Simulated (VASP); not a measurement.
Input of a VASP 6.6.1 run:

File POSCAR:

```
Ti4Pd11
1.0
    7.6400000000      0.0000000000      0.0000000000
    0.0000000000      7.6400000000      0.0000000000
    0.0000000000      0.0000000000      3.8200000000
Ti Pd
4 11
Direct
    0.0000000000      0.0000000000      0.0000000000
    0.0000000000      0.5000000000      0.0000000000
    0.5000000000      0.0000000000      0.0000000000
    0.5000000000      0.5000000000      0.0000000000
    0.2500000000      0.0000000000      0.5000000000
    0.2500000000      0.2500000000      0.0000000000
    0.0000000000      0.7500000000      0.5000000000
    0.2500000000      0.5000000000      0.5000000000
    0.2500000000      0.7500000000      0.0000000000
    0.5000000000      0.2500000000      0.5000000000
    0.7500000000      0.0000000000      0.5000000000
    0.7500000000      0.2500000000      0.0000000000
    0.5000000000      0.7500000000      0.5000000000
    0.7500000000      0.5000000000      0.5000000000
    0.7500000000      0.7500000000      0.0000000000
```

Contents of INCAR.step1:

```
PREC = Accurate ; ENCUT = 500
ISMEAR = 1 ; SIGMA = 0.1
LREAL = False ; LASPH = True
NELM = 120 ; GGA = PE
ALGO = Normal ; EDIFF = 1E-5
LWAVE = True ; LCHARG = False
GGA_COMPAT = False ; IBRION = 2
EDIFFG = -0.01 ; NELMIN = 4
NSW = 100 ; KPAR = 4
```

INCAR.step2

```
PREC = Accurate ; ENCUT = 500
EDIFF = 1E-7 ; ISMEAR = 1
SIGMA = 0.1 ; LREAL = False
LASPH = True ; NELM = 120
ALGO = Normal ; ISIF = 2
LWAVE = False ; LCHARG = False
METAGGA = R2SCAN ; LMIXTAU = True
IBRION = 2 ; NSW = 45
EDIFFG = -0.05 ; ISTART = 1
GGA_COMPAT = False ; NELMIN = 4
KPAR = 4
```

The input KPOINTS:

```
Automatic mesh
0
Gamma
  2 2 3
```

Potentials or basis: VASP PAW PBE potentials, release 64 (Ti_sv, Pd).

Launch:

```bash
$ cat potpaw_PBE.64/Ti_sv/POTCAR potpaw_PBE.64/Pd/POTCAR > POTCAR
$ cp INCAR.step1 INCAR
$ mpirun -np 4 vasp_std > vasp.out
$ cp INCAR.step2 INCAR
$ mpirun -np 4 vasp_std > vasp.out
```

(1) Estimate the energy gained by relaxing.

(2) Estimate the band gap on the k mesh.

Answers

(1) 20.0 meV/atom.

(2) zero (bands 79 and 80 overlap by 0.29 eV).

Caveat: the k points lie up to 0.55 Å⁻¹ apart.
